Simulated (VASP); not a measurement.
# Si (I4/mmm) in VASP: a series of runs

The runs below take Si through single point, with r2SCAN.

Everything below comes from runs of VASP 6.6.1. Logs are shortened: lines on timing, memory, paths and dates and some standing lists are left out, and cuts for length are marked.

### Step 1. The cell of the first run

It takes space group I4/mmm (No. 139, tetragonal). Conventional cell: a = 2.408 Å, b = 2.408 Å, c = 4.815 Å, α = 90.00°, β = 90.00°, γ = 90.00°. Within 3.2 Å of Si (site symmetry 4/mmm) lie 12 Si at 2.41 to 2.95 Å.

### Step 2. Single point, r2SCAN

POSCAR reads:

```
Si
1.0
    0.0000000000      1.7024421798      2.4072532423
    1.7024421798      0.0000000000      2.4072532423
    1.7024421798      1.7024421798      0.0000000000
Si
1
Direct
    0.0000000000      0.0000000000      0.0000000000
```

INCAR.step1 reads:

```
SYSTEM = Si
PREC = Accurate ; ENCUT = 520
ISMEAR = 0 ; SIGMA = 0.15
LREAL = .False. ; LASPH = .True.
NELM = 60 ; NBANDS = 8
GGA = PE ; ALGO = Normal
EDIFF = 1E-4 ; LWAVE = .True.
LCHARG = .False.
```

INCAR.step2 reads:

```
SYSTEM = Si
PREC = Accurate ; ENCUT = 520
EDIFF = 1E-6 ; ISMEAR = 0
SIGMA = 0.15 ; LREAL = .False.
LASPH = .True. ; NELM = 60
ALGO = Normal ; ISIF = 2
LWAVE = .False. ; LCHARG = .False.
METAGGA = R2SCAN ; LMIXTAU = .True.
NBANDS = 8 ; ISTART = 1
```

KPOINTS reads:

```
Automatic mesh
0
Gamma
  24 24 24
  0 0 0
```

Potentials or basis: VASP PAW PBE potentials, release 64 (Si).

The run is started by

```
$ cat potpaw_PBE.64/Si/POTCAR > POTCAR
$ cp INCAR.step1 INCAR
$ mpirun -np 1 vasp_std > vasp.out
$ cp INCAR.step2 INCAR
$ mpirun -np 1 vasp_std > vasp.out
```

OUTCAR:

```text
SYSTEM = Si
   PREC = Accurate
   ENCUT = 520
   EDIFF = 1E-6
   ISMEAR = 0
   LREAL = .False.
   LASPH = .True.
   NELM = 60
   ISIF = 2
   METAGGA = R2SCAN
   ISTART = 1

 ion  position               nearest neighbor table
   1  0.000  0.000  0.000-

  LATTYP: Found a body centered tetragonal cell.
 ALAT       =     2.4076168198
 C/A-ratio  =     1.9996979772

  Lattice vectors:

 A1 = (  -1.7024421798,   0.0000000000,   2.4072532423)
 A2 = (   1.7024421798,   0.0000000000,   2.4072532423)
 A3 = (   0.0000000000,   1.7024421798,  -2.4072532423)

Analysis of symmetry for initial positions (statically):
=====================================================================
 Subroutine PRICEL returns:
 Original cell was already a primitive cell.

 Routine SETGRP: Setting up the symmetry group for a
 body centered tetragonal supercell.

 Subroutine GETGRP returns: Found 16 space group operations
 (whereof 16 operations were pure point group operations)
 out of a pool of 16 trial point group operations.

The static configuration has the point symmetry D_4h.

Analysis of symmetry for dynamics (positions and initial velocities):
=====================================================================
 Subroutine PRICEL returns:
 Original cell was already a primitive cell.

 Routine SETGRP: Setting up the symmetry group for a
 body centered tetragonal supercell.

 Subroutine GETGRP returns: Found 16 space group operations
 (whereof 16 operations were pure point group operations)
 out of a pool of 16 trial point group operations.

The dynamic configuration has the point symmetry D_4h.

 Subroutine INISYM returns: Found 16 space group operations
 (whereof 16 operations are pure point group operations),
 and found     1 'primitive' translations

----------------------------------------------------------------------------------------

                                     Primitive cell

  volume of cell :      13.9539

  direct lattice vectors                    reciprocal lattice vectors
     0.000000000  1.702442180  2.407253242    -0.293695731  0.293695731  0.207705609
     1.702442180  0.000000000  2.407253242     0.293695731 -0.293695731  0.207705609
     1.702442180  1.702442180  0.000000000     0.293695731  0.293695731 -0.207705609

  length of vectors
     2.948419500  2.948419500  2.407616820     0.464387752  0.464387752  0.464387752

  position of ions in fractional coordinates (direct lattice)
[... 80 lines left out ...]
   NSW    =      0    number of steps for IOM
   IBRION =     -1    ionic relax: 0-MD 1-quasi-New 2-CG
   NFREE  =      0    steps in history (QN), initial steepest desc. (CG)
   ISIF   =      2    stress and relaxation
   ISYM   =      2    0-nonsym 1-usesym 2-fastsym
   POTIM  = 0.5000    time-step for ionic-motion
   TEBEG  =    0.0;   TEEND  =   0.0 temperature during run
   PSTRESS=    0.0 pullay stress
   NELECT =       4.0000    total number of electrons
   NUPDOWN=      -1.0000    fix difference up-down
   EMIN   =  10.00;   EMAX   =-10.00  energy-range for DOS
   EFERMI =   0.00;   METHOD = LEGACY
   ISMEAR =     0;   SIGMA  =   0.15  broadening in eV -4-tet -1-fermi 0-gaus
   EFERMI_NEDOS =   21; number of points for ismear=-14 and -15
   IALGO  =     38    algorithm
   IMIX   =      4    mixing-type and parameters
     AMIX     =   0.40;   BMIX     =  1.00
     AMIX_MAG =   1.60;   BMIX_MAG =  1.00
  volume/ion in A,a.u.               =      13.95        94.17
  Fermi-wavevector in a.u.,A,eV,Ry     =   1.079434  2.039834 15.853198  1.165177
  Thomas-Fermi vector in A             =   2.215399
   LORBIT       =      0    0 simple, 1 ext, 2 COOP (PROOUT), +10 PAW based schemes
   METAGGA = R2SCAN    functional components
   LHFCALC =     F    Hartree Fock is set to
   AEXX    =    0.0000 exact exchange contribution
   IVDW    =     0    specifies the selected vdW correction
   LEPSILON=     F    determine dielectric tensor
   LRPA    =     F    only Hartree local field effects (RPA)
 non-spin polarized calculation
 Gauss-broadening in eV      SIGMA  =   0.15
  energy-cutoff  :      520.00
  volume of cell :       13.95
 maximum number of plane-waves:       405
 NGX is ok and might be reduce to    24
   NGX = 11   NGY = 11   NGZ =  9

 number of electron       4.0000000 magnetization

 Free energy of the ion-electron system (eV)
  ---------------------------------------------------
  ext. energy  EPLUGINS =         0.00000000
  ---------------------------------------------------
  free energy    TOTEN  =        -8.01272739 eV

  energy without entropy =       -8.00930828  energy(sigma->0) =       -8.01101783

 E-fermi :  10.5839     XC(G=0): -12.0502

 val. band max:       10.5763230391   @ k =  -0.2500   0.0417   0.2500
 cond. band min:      10.5911890967   @ k =   0.5000   0.0417   0.4583
 fundamental gap:      0.0148660576
 Fermi energy:        10.5838508458

 k-point     1 :       0.0000    0.0000    0.0000
  band No.  band energies     occupation
      1      -5.0572      2.00000
      2      18.7875      0.00000
      3      20.6532      0.00000
      4      21.3336      0.00000
      5      23.8950      0.00000
      6      23.8950      0.00000
      7      26.9278      0.00000
      8      26.9278      0.00000
[... 243 lines left out ...]
 k-point    24 :       0.4583    0.0417    0.0000
  band No.  band energies     occupation
      1       1.1061      2.00000
      2       5.3427      2.00000
      3      13.5915      0.00000
      4      18.0848      0.00000
      5      24.7263      0.00000
      6      27.3708      0.00000
      7      28.5769      0.00000
      8      32.6413      0.00000

 [... further k-points ...]

------------------------ aborting loop because EDIFF is reached ----------------------------------------

  FORCE on cell =-STRESS in cart. coord.  units (eV):
  Direction    XX          YY          ZZ          XY          YZ          ZX
  --------------------------------------------------------------------------------------
  -------------------------------------------------------------------------------------
  Total        0.9683432      0.9683432      0.3097906      0.0000000      0.0000000      0.0000000
  in kB      111.1842744    111.1842744     35.5698664      0.0000000      0.0000000      0.0000000
  external PRESSURE =      85.9794718 kB  Pullay stress =       0.0000000 kB

 VOLUME and BASIS-vectors are now :
 -----------------------------------------------------------------------------
  energy-cutoff  :      520.00
  volume of cell :       13.95
      direct lattice vectors                 reciprocal lattice vectors
     0.000000000  1.702442180  2.407253242    -0.293695731  0.293695731  0.207705609
     1.702442180  0.000000000  2.407253242     0.293695731 -0.293695731  0.207705609
     1.702442180  1.702442180  0.000000000     0.293695731  0.293695731 -0.207705609

 POSITION                                       TOTAL-FORCE (eV/Angst)
 -----------------------------------------------------------------------------------
      0.00000      0.00000      0.00000         0.000000      0.000000      0.000000
 -----------------------------------------------------------------------------------
    total drift:                                0.000000      0.000000     -0.000000

  FREE ENERGIE OF THE ION-ELECTRON SYSTEM (eV)
  ---------------------------------------------------
  free  energy   TOTEN  =        -8.0127273854 eV

  energy  without entropy=       -8.0093082799  energy(sigma->0) =       -8.01101783
```

It took 4.3 min on 1 thread of Intel Xeon Platinum 8259CL at 2.50GHz (Skylake/Cascade Lake), shared host; peak memory 0.21 GiB.

What came out:

```
Free energy            : -8.0127 eV
Pressure               : 8.6 GPa
Band gap on the k mesh : zero (bands 2 and 3 overlap by 12.76 eV)
```

Caveat: the cell stands under pressure; the PAW data sets were made with another functional, which shifts forces and pressure a little.

(Part 1 of 2 ends here.)
